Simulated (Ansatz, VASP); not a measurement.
# LiB2: VASP beside Ansatz

```
Li B
1.0
     1.71229    0.98859    2.31171
    -1.71229    0.98859    2.31171
     0.00000   -1.97718    2.31171
Li B
1 2
Direct
  0.00000 0.00000 0.00000
  0.37031 0.37031 0.37031
  0.62969 0.62969 0.62969
```

Alike in both runs: functional PBE; k mesh 18 × 18 × 18; occupations gaussian, width 0.1 eV; no spin polarisation.

Ansatz relaxed the structure, and its values are those at the end. VASP's run is a single point on that final structure, the one shown.

|  | VASP | Ansatz |
| --- | --- | --- |
| version | VASP 6.6.1 | Ansatz 0.2.0 |
| potentials or method | VASP PAW PBE potentials, release 64 (Li_sv, B), cutoff 520 eV | scalar-relativistic, plane waves, PAW |
| valence electrons in the cell | 9 | 9 |

Ansatz gave:

| Quantity | Value |
| --- | --- |
| gap on the k mesh at the Fermi level (eV) | none |
| rms of the force components (eV/Å) | 0.001 |

Q: What did VASP give for the same quantities?

A: gap on the k mesh at the Fermi level (eV): none; rms of the force components (eV/Å): 0.004.

A gap of «none» marks a metal or a gap that the smearing closes. The functional is the same, so the differences come from potentials, cutoffs and numerics.

Noted on VASP's run: the cutoff is short for stress, so the pressure is rough.
